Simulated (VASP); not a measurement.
# InWSe3 (R-3m) in VASP: single point with PBE

Aim: the single point of InWSe3 with PBE.

Program: VASP 6.6.1. These are calculated values, not measurements. Logs are shortened: lines on timing, memory, paths and dates and some standing lists are left out, and cuts for length are marked.

### 1 The cell of the first run

Symmetry: R-3m, No. 166, trigonal system. The conventional cell has a = 5.529 Å, b = 5.529 Å, c = 17.545 Å, α = 90.00°, β = 90.00°, γ = 120.00°. Within 4.4 Å of In (site symmetry -3m) lie 6 Se at 3.33 Å and 6 W at 4.33 Å. W (site symmetry -3m) has 6 Se at 2.76 Å within 3.6 Å. Se (site symmetry 2/m) has 2 W at 2.76 Å and 4 Se at 2.76 Å and 2 In at 3.33 Å within 3.6 Å.

### 2 Single point, PBE

Contents of INCAR:

```
ALGO = Normal ; EDIFF = 1E-6
ENCUT = 500 ; GGA = PE
GGA_COMPAT = F ; ISIF = 2
ISMEAR = 0 ; LASPH = T
LCHARG = F ; LREAL = F
LWAVE = F ; NBANDS = 30
NELM = 120 ; PREC = Accurate
SIGMA = 0.1
```

Contents of KPOINTS:

```
k-points
0
Gamma
  6 6 6
```

Contents of POSCAR:

```
InWSe3
1.0
    2.7647173300      1.5962103000      5.8483969500
   -2.7647173300      1.5962103000      5.8483969500
    0.0000000000     -3.1924205900      5.8483969500
In W Se
1 1 3
Direct
    0.0000000000      0.0000000000      0.0000000000
    0.5000000000      0.5000000000      0.5000000000
    0.0000000000      0.0000000000      0.5000000000
    0.5000000000      0.0000000000      0.0000000000
    0.0000000000      0.5000000000      0.0000000000
```

Potentials or basis: VASP PAW PBE potentials, release 64 (In_d, W_sv, Se).

Run with:

```sh
> cat potpaw_PBE.64/In_d/POTCAR potpaw_PBE.64/W_sv/POTCAR potpaw_PBE.64/Se/POTCAR > POTCAR
> mpirun -np 1 vasp_std > vasp.out
```

OUTCAR:

```text
EDIFF = 1E-6
   ENCUT = 500
   GGA = PE
   ISIF = 2
   ISMEAR = 0
   LASPH = T
   LREAL = F
   NELM = 120
   PREC = Accurate

 ion  position               nearest neighbor table
   1  0.000  0.000  0.000-   3 3.33   3 3.33   5 3.33   4 3.33   5 3.33   4 3.33
   2  0.500  0.500  0.500-   3 2.76   3 2.76   4 2.76   4 2.76   5 2.76   5 2.76
   3  0.000  0.000  0.500-   2 2.76   2 2.76   4 2.76   5 2.76   5 2.76   4 2.76   1 3.33   1 3.33

   4  0.500  0.000  0.000-   5 2.76   5 2.76   2 2.76   2 2.76   3 2.76   3 2.76   1 3.33   1 3.33

   5  0.000  0.500  0.000-   4 2.76   4 2.76   3 2.76   2 2.76   2 2.76   3 2.76   1 3.33   1 3.33

  LATTYP: Found a trigonal (rhomboedric) cell.
 ALAT       =     6.6629795228
 COS(alpha) =     0.6556544230

  Lattice vectors:

 A1 = (   2.7647173300,   1.5962103000,   5.8483969500)
 A2 = (  -2.7647173300,   1.5962103000,   5.8483969500)
 A3 = (   0.0000000000,  -3.1924205900,   5.8483969500)

Analysis of symmetry for initial positions (statically):
=====================================================================
 Subroutine PRICEL returns:
 Original cell was already a primitive cell.

 Routine SETGRP: Setting up the symmetry group for a
 trigonal (rhombohedral) supercell.

 Subroutine GETGRP returns: Found 12 space group operations
 (whereof 12 operations were pure point group operations)
 out of a pool of 12 trial point group operations.

The static configuration has the point symmetry D_3d.

Analysis of symmetry for dynamics (positions and initial velocities):
=====================================================================
 Subroutine PRICEL returns:
 Original cell was already a primitive cell.

 Routine SETGRP: Setting up the symmetry group for a
 trigonal (rhombohedral) supercell.

 Subroutine GETGRP returns: Found 12 space group operations
 (whereof 12 operations were pure point group operations)
 out of a pool of 12 trial point group operations.

The dynamic configuration has the point symmetry D_3d.

 Subroutine INISYM returns: Found 12 space group operations
 (whereof 12 operations are pure point group operations),
 and found     1 'primitive' translations

----------------------------------------------------------------------------------------

                                     Primitive cell

  volume of cell :     154.8563

  direct lattice vectors                    reciprocal lattice vectors
     2.764717330  1.596210300  5.848396950     0.180850315  0.104413978  0.056995675
    -2.764717330  1.596210300  5.848396950    -0.180850315  0.104413978  0.056995675
     0.000000000 -3.192420590  5.848396950     0.000000000 -0.208827956  0.056995675

  length of vectors
     6.662979523  6.662979523  6.662979522     0.216466215  0.216466215  0.216466215

  position of ions in fractional coordinates (direct lattice)
     0.000000000  0.000000000  0.000000000
     0.500000000  0.500000000  0.500000000
     0.000000000  0.000000000  0.500000000
     0.500000000  0.000000000  0.000000000
     0.000000000  0.500000000  0.000000000

  ion indices of the primitive-cell ions
   primitive index   ion index
                 1           1
                 2           2
                 3           3
                 4           4
                 5           5

----------------------------------------------------------------------------------------

 KPOINTS: k-points

Automatic generation of k-mesh.
 Grid dimensions read from file:
 generate k-points for:    6    6    6

 Generating k-lattice:

  Cartesian coordinates                     Fractional coordinates (reciprocal lattice)
     0.030141719  0.017402330  0.009499279     0.166666667  0.000000000  0.000000000
    -0.030141719  0.017402330  0.009499279     0.000000000  0.166666667  0.000000000
     0.000000000 -0.034804659  0.009499279     0.000000000  0.000000000  0.166666667

  Length of vectors
     0.036077702  0.036077702  0.036077702

  Shift w.r.t. Gamma in fractional coordinates (k-lattice)
     0.000000000  0.000000000  0.000000000

 Subroutine IBZKPT returns following result:
 ===========================================

 Found     32 irreducible k-points:

 Following reciprocal coordinates:
            Coordinates               Weight
  0.000000  0.000000  0.000000      1.000000
  0.166667  0.000000  0.000000      6.000000
  0.333333  0.000000  0.000000      6.000000
  0.500000  0.000000  0.000000      3.000000
  0.166667  0.166667  0.000000      6.000000
  0.333333  0.166667  0.000000     12.000000
[... 16 lines left out ...]
  0.500000  0.500000  0.166667      6.000000
 -0.333333  0.500000  0.166667     12.000000
 [... further k-points ...]
   k-points           NKPTS =     32   k-points in BZ     NKDIM =     32   number of bands    NBANDS=     30
   number of dos      NEDOS =    301   number of ions     NIONS =      5
   total plane-waves  NPLWV = 125000
   dimension x,y,z NGX =    50 NGY =   50 NGZ =   50
   dimension x,y,z NGXF=   100 NGYF=  100 NGZF=  100
   ions per type =               1   1   3
   NGX,Y,Z   is equivalent  to a cutoff of  12.48, 12.48, 12.48 a.u.
   NGXF,Y,Z  is equivalent  to a cutoff of  24.95, 24.95, 24.95 a.u.
 SYSTEM =  unknown system
   PREC   = accura    normal or accurate (medium, high low for compatibility)
   ISTART =      0    job   : 0-new  1-cont  2-samecut
   ICHARG =      2    charge: 1-file 2-atom 10-const
   ISPIN  =      1    spin polarized calculation?
   LNONCOLLINEAR =      F non collinear calculations
   LSORBIT =      F    spin-orbit coupling
   LASPH  =      T    aspherical Exc in radial PAW
   ENCUT  =  500.0 eV  36.75 Ry    6.06 a.u.  12.15 12.15 12.15*2*pi/ulx,y,z
   NELM   =    120;   NELMIN=  2; NELMDL= -5     # of ELM steps
   EDIFF  = 0.1E-05   stopping-criterion for ELM
   LREAL  =      F    real-space projection
   EDIFFG = 0.1E-04   stopping-criterion for IOM
   NSW    =      0    number of steps for IOM
   IBRION =     -1    ionic relax: 0-MD 1-quasi-New 2-CG
   NFREE  =      0    steps in history (QN), initial steepest desc. (CG)
   ISIF   =      2    stress and relaxation
   ISYM   =      2    0-nonsym 1-usesym 2-fastsym
   POTIM  = 0.5000    time-step for ionic-motion
   TEBEG  =    0.0;   TEEND  =   0.0 temperature during run
   PSTRESS=    0.0 pullay stress
   NELECT =      45.0000    total number of electrons
   NUPDOWN=      -1.0000    fix difference up-down
   EMIN   =  10.00;   EMAX   =-10.00  energy-range for DOS
   EFERMI =   0.00;   METHOD = LEGACY
   ISMEAR =     0;   SIGMA  =   0.10  broadening in eV -4-tet -1-fermi 0-gaus
   EFERMI_NEDOS =   21; number of points for ismear=-14 and -15
   IALGO  =     38    algorithm
   IMIX   =      4    mixing-type and parameters
     AMIX     =   0.40;   BMIX     =  1.00
     AMIX_MAG =   1.60;   BMIX_MAG =  1.00
  volume/ion in A,a.u.               =      30.97       209.00
  Fermi-wavevector in a.u.,A,eV,Ry     =   1.084350  2.049124 15.997924  1.175814
  Thomas-Fermi vector in A             =   2.220438
   LORBIT       =      0    0 simple, 1 ext, 2 COOP (PROOUT), +10 PAW based schemes
   GGA     = PE    functional components
   LHFCALC =     F    Hartree Fock is set to
   AEXX    =    0.0000 exact exchange contribution
   IVDW    =     0    specifies the selected vdW correction
   LEPSILON=     F    determine dielectric tensor
   LRPA    =     F    only Hartree local field effects (RPA)
 non-spin polarized calculation
 Gauss-broadening in eV      SIGMA  =   0.10
  energy-cutoff  :      500.00
  volume of cell :      154.86
 maximum number of plane-waves:      3951
 NGX is ok and might be reduce to    50
   NGX = 25   NGY = 25   NGZ = 25

 number of electron      45.0000004 magnetization

 Free energy of the ion-electron system (eV)
  ---------------------------------------------------
  ext. energy  EPLUGINS =         0.00000000
  ---------------------------------------------------
  free energy    TOTEN  =       -21.33522987 eV

  energy without entropy =      -21.31242360  energy(sigma->0) =      -21.32382673

 E-fermi :   3.5729     XC(G=0):  -8.5961

 val. band max:        3.5428671576   @ k =   0.3333   0.3333   0.1667
 cond. band min:       3.5749481228   @ k =   0.1667   0.0000   0.0000
 fundamental gap:      0.0320809652
 Fermi energy:         3.5728794091

 k-point     1 :       0.0000    0.0000    0.0000
  band No.  band energies     occupation
      1     -70.9798      2.00000
      2     -35.2716      2.00000
      3     -35.2716      2.00000
      4     -34.9022      2.00000
      5     -12.5262      2.00000
      6     -10.9473      2.00000
[... 22 lines left out ...]
     29       7.2224      0.00000
     30       7.2224      0.00000

 k-point     2 :       0.1667    0.0000    0.0000
  band No.  band energies     occupation
      1     -70.9798      2.00000
      2     -35.2717      2.00000
      3     -35.2716      2.00000
      4     -34.9022      2.00000
      5     -12.3767      2.00000
      6     -10.9475      2.00000
[... 22 lines left out ...]
     29       6.7124      0.00000
     30       7.1565      0.00000

 k-point     3 :       0.3333    0.0000    0.0000
  band No.  band energies     occupation
      1     -70.9799      2.00000
      2     -35.2719      2.00000
      3     -35.2716      2.00000
      4     -34.9021      2.00000
      5     -11.9649      2.00000
      6     -10.9474      2.00000
[... 22 lines left out ...]
     29       6.6743      0.00000
     30       7.1213      0.00000

 k-point     4 :       0.5000    0.0000    0.0000
  band No.  band energies     occupation
      1     -70.9799      2.00000
      2     -35.2720      2.00000
      3     -35.2716      2.00000
      4     -34.9021      2.00000
      5     -11.5861      2.00000
      6     -10.9475      2.00000
[... 616 lines left out ...]
     29       6.7292      0.00000
     30       7.4351      0.00000

 k-point    23 :       0.5000    0.5000    0.1667
  band No.  band energies     occupation
      1     -70.9799      2.00000
      2     -35.2719      2.00000
      3     -35.2716      2.00000
      4     -34.9021      2.00000
      5     -11.9256      2.00000
      6     -10.9680      2.00000
[... 22 lines left out ...]
     29       6.4280      0.00000
     30       6.6117      0.00000

 k-point    24 :      -0.3333    0.5000    0.1667
  band No.  band energies     occupation
      1     -70.9799      2.00000
      2     -35.2719      2.00000
      3     -35.2717      2.00000
      4     -34.9021      2.00000
      5     -11.5656      2.00000
      6     -11.0296      2.00000
[... 22 lines left out ...]
     29       6.7263      0.00000
     30       6.9166      0.00000

 [... further k-points ...]
[... 5 lines left out ...]
  --------------------------------------------------------------------------------------
  -------------------------------------------------------------------------------------
  Total       -1.3117600     -1.3117600      0.2945675      0.0000000      0.0000000     -0.0000000
  in kB      -13.5717557    -13.5717557      3.0476596      0.0000000      0.0000000     -0.0000000
  external PRESSURE =      -8.0319506 kB  Pullay stress =       0.0000000 kB

 VOLUME and BASIS-vectors are now :
 -----------------------------------------------------------------------------
  energy-cutoff  :      500.00
  volume of cell :      154.86
      direct lattice vectors                 reciprocal lattice vectors
     2.764717330  1.596210300  5.848396950     0.180850315  0.104413978  0.056995675
    -2.764717330  1.596210300  5.848396950    -0.180850315  0.104413978  0.056995675
     0.000000000 -3.192420590  5.848396950     0.000000000 -0.208827956  0.056995675

 POSITION                                       TOTAL-FORCE (eV/Angst)
 -----------------------------------------------------------------------------------
      0.00000      0.00000      0.00000        -0.000000      0.000000      0.000000
      0.00000      0.00000      8.77260        -0.000000      0.000000      0.000000
      0.00000     -1.59621      2.92420        -0.000000     -0.000000     -0.000000
      1.38236      0.79811      2.92420         0.000000      0.000000     -0.000000
     -1.38236      0.79811      2.92420        -0.000000      0.000000      0.000000
 -----------------------------------------------------------------------------------
    total drift:                               -0.000000      0.000000      0.000000

  FREE ENERGIE OF THE ION-ELECTRON SYSTEM (eV)
  ---------------------------------------------------
  free  energy   TOTEN  =       -21.3352298676 eV

  energy  without entropy=      -21.3124235974  energy(sigma->0) =      -21.32382673
```

It took 3.1 min on 1 thread of Intel Xeon Platinum 8375C at 2.90GHz (Ice Lake), shared host; peak memory 0.43 GiB.

Results:

```yaml
Free_energy: -21.3352 eV
Pressure: -0.8 GPa
```

Levels at points of the mesh, in eV from the Fermi level:
```
           k point  band 19  band 20  band 21  band 22  band 23  band 24  band 25  band 26  band 27  band 28
(0.00, 0.00, 0.00)    -1.98    -0.65    -0.65    -0.56    -0.15    -0.15     0.07     0.79     2.71     2.71
(0.50, 0.00, 0.00)    -2.66    -2.58    -1.99    -0.69    -0.11     0.45     0.66     1.48     2.05     2.54
(0.50, 0.50, 0.00)    -2.59    -2.31    -2.03    -0.23    -0.04     0.48     0.82     0.84     1.50     2.09
(0.50, 0.50, 0.50)    -1.61    -0.69    -0.69    -0.57    -0.32    -0.15    -0.15     0.79     1.88     2.64
```

Caveat: spin-orbit coupling is left out, which moves the levels of the heavy elements.
